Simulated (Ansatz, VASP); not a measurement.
**Two plane-wave programs on Mg**

```
Mg
1.0
    -1.83599    1.83599    1.67940
     1.83599   -1.83599    1.67940
     1.83599    1.83599   -1.67940
Mg
1
Direct
  0.00000 0.00000 0.00000
```

Alike in both runs: task single point; functional LDA; k mesh 10 × 10 × 10; occupations tetrahedron; no spin polarisation.

|  | VASP | Ansatz |
| --- | --- | --- |
| version | VASP 6.6.1 | Ansatz 0.2.0 |
| potentials or method | VASP PAW LDA potentials, release 64 (Mg_sv), cutoff 840 eV | scalar-relativistic, plane waves, PAW |
| valence electrons in the cell | 10 | 10 |

```csv
,VASP,Ansatz,Ansatz less VASP
gap on the k mesh at the Fermi level (eV),none,none,-
pressure (GPa),-2.2,-1.9,+0.34
"traceless stress, the component that is largest in VASP (GPa)",-0.08,-0.35,-0.274
```

LDA's correlation is that of Perdew and Zunger in VASP and of Perdew and Wang (1992) in Ansatz. A gap of «none» marks a metal or a gap that the smearing closes. Ansatz's warnings: band table not solved further, tetrahedron derivatives may miss energy slope.
